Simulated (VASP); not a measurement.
Here is a VASP 6.6.1 calculation.

The input POSCAR:

```
BAs
1.0
    0.0000000000      2.4353452264      2.4353452264
    2.4353452264      0.0000000000      2.4353452264
    2.4353452264      2.4353452264      0.0000000000
As B
1 1
Direct
    0.7500000000      0.7500000000      0.7500000000
    0.0000000000      0.0000000000      0.0000000000
```

INCAR.step1

```
PREC = Accurate
ENCUT = 520
EDIFF = 1E-5
ISMEAR = -1
SIGMA = 0.05
LREAL = False
LASPH = True
NELM = 60
ALGO = Normal
ISIF = 2
LWAVE = True
LCHARG = False
GGA = PE
NBANDS = 11
```

The input INCAR.step2:

```
PREC = Accurate
ENCUT = 520
EDIFF = 1E-7
ISMEAR = -1
SIGMA = 0.05
LREAL = False
LASPH = True
NELM = 60
ALGO = Normal
ISIF = 2
LWAVE = False
LCHARG = False
GGA = PE
LHFCALC = True
AEXX = 0.25
PRECFOCK = Normal
ISTART = 1
NBANDS = 11
```

File KPOINTS:

```
Automatic mesh
0
Gamma
  5 5 5
```

Potentials or basis: VASP PAW PBE potentials, release 64 (As, B).

Command:

```sh
$ cat potpaw_PBE.64/As/POTCAR potpaw_PBE.64/B/POTCAR > POTCAR
$ cp INCAR.step1 INCAR
$ mpirun -np 1 vasp_std > vasp.out
$ cp INCAR.step2 INCAR
$ mpirun -np 1 vasp_std > vasp.out
```

Q: Estimate the band gap on the k mesh.

A: 2.63 eV (least direct gap 4.78 eV).

Q: What does it give for the pressure?

A: -8.1 GPa.

Caveat: the k points lie up to 0.45 Å⁻¹ apart; the PAW data sets were made with another functional, which shifts forces and pressure a little; an odd mesh through Γ misses points on the zone boundary, where band edges can lie.
